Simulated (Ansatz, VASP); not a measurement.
# TiH2: VASP beside Ansatz

The input POSCAR:

```
TiH2
1.0
   -1.7242200000      1.7242200000      2.3041800000
    1.7242200000     -1.7242200000      2.3041800000
    1.7242200000      1.7242200000     -2.3041800000
Ti H
1 2
Direct
    0.0000000000      0.0000000000      0.0000000000
    0.7500000000      0.2500000000      0.5000000000
    0.2500000000      0.7500000000      0.5000000000
```

The input INCAR.step1:

```
ALGO     = Normal         # electronic algorithm
EDIFF    = 1E-4           # SCF threshold, eV
ENCUT    = 520            # plane-wave cutoff, eV
GGA      = PE             # functional
ISMEAR   = 0              # smearing method
LASPH    = True           # aspherical terms in the spheres
LCHARG   = False          # write CHGCAR
LREAL    = False          # projectors in reciprocal space
LWAVE    = True           # write WAVECAR
NBANDS   = 14             # bands
NELM     = 100            # most SCF steps
PREC     = Accurate       # precision mode
SIGMA    = 0.15           # smearing width, eV
```

Contents of INCAR.step2:

```
ALGO     = Normal         # electronic algorithm
EDIFF    = 1E-6           # SCF threshold, eV
ENCUT    = 520            # plane-wave cutoff, eV
ISIF     = 2              # what is computed and relaxed
ISMEAR   = 0              # smearing method
ISTART   = 1            
LASPH    = True           # aspherical terms in the spheres
LCHARG   = False          # write CHGCAR
LMIXTAU  = True         
LREAL    = False          # projectors in reciprocal space
LWAVE    = False          # write WAVECAR
METAGGA  = R2SCAN         # meta-GGA
NBANDS   = 14             # bands
NELM     = 100            # most SCF steps
PREC     = Accurate       # precision mode
SIGMA    = 0.15           # smearing width, eV
```

The input KPOINTS:

```
k-points
0
Gamma
  20 20 20
```

Input for Ansatz:

```yaml
crystal:
  lattice:
    - [-1.72422, 1.72422, 2.30418]
    - [1.72422, -1.72422, 2.30418]
    - [1.72422, 1.72422, -2.30418]
  atoms:
    - { symbol: Ti, position: [0.0, 0.0, 0.0] }
    - { symbol: H, position: [0.75, 0.25, 0.5] }
    - { symbol: H, position: [0.25, 0.75, 0.5] }
basis:
  ecutwfc: 500
kpoints:
  mp_grid: { grid: [20, 20, 20] }
hamiltonian:
  xc: r2scan
scf:
  occupations: { method: gaussian, width: 0.15 }
output:
  forces: true
  stress: true
  eigenvalues: true
  write_density: true
  write_potential: true
  elf: true
  volumetric_format: npy
```

Change from the starting cell: strain +0.080 along x and y, +0.080 along z, atoms carried along.

Alike in both runs: task single point; functional r2SCAN; k mesh 20 × 20 × 20; occupations gaussian, width 0.15 eV; no spin polarisation.

|  | VASP | Ansatz |
| --- | --- | --- |
| version | VASP 6.6.1 | Ansatz 0.2.0 |
| potentials or method | VASP PAW PBE potentials, release 64 (Ti_sv, H), cutoff 520 eV | scalar-relativistic, plane waves, PAW |
| valence electrons in the cell | 14 | 14 |

Ansatz gave:

* gap on the k mesh at the Fermi level (eV): none
* pressure (GPa): -22.7
* traceless stress, the component that is largest in VASP (GPa): 0.78

Q: Which values does VASP return?

A: gap on the k mesh at the Fermi level (eV): none; pressure (GPa): -22.5; traceless stress, the component that is largest in VASP (GPa): 0.74.

VASP's potentials were made for PBE, not for r2SCAN. A gap of «none» marks a metal or a gap that the smearing closes.
